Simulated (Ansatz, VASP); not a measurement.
Two plane-wave programs on Cu6Ru

```
Cu Ru
1.0
     0.00000    3.62464    3.62464
     3.62464    0.00000    3.62464
     3.62464    3.62464    0.00000
Cu Ru
6 1
Direct
  0.50000 0.00000 0.00000
  0.00000 0.50000 0.50000
  0.00000 0.50000 0.00000
  0.50000 0.00000 0.50000
  0.00000 0.00000 0.50000
  0.50000 0.50000 0.00000
  0.00000 0.00000 0.00000
```

Alike in both runs: task relaxation of cell and atoms; functional PBE; k mesh 8 × 8 × 8; occupations gaussian, width 0.1 eV; no spin polarisation.

|  | VASP | Ansatz |
| --- | --- | --- |
| version | VASP 6.6.1 | Ansatz 0.2.0 |
| potentials or method | VASP PAW PBE potentials, release 64 (Cu, Ru_pv), cutoff 600 eV | scalar-relativistic, plane waves, PAW |
| valence electrons in the cell | 80 | 130 |

Ansatz gave:

* gap on the k mesh at the Fermi level, each at its own relaxed structure (eV): none
* relaxed volume (Å³/atom): 13.63
* relaxed cell length with the largest relative difference (Å): 5.129

**Question.** Estimate VASP's values.

**Answer.** gap on the k mesh at the Fermi level, each at its own relaxed structure (eV): none; relaxed volume (Å³/atom): 13.67; relaxed cell length with the largest relative difference (Å): 5.135.

A gap of «none» marks a metal or a gap that the smearing closes. VASP's potentials hold 80 valence electrons a cell and Ansatz's 130, so a difference there can come from the potentials and not from the codes.
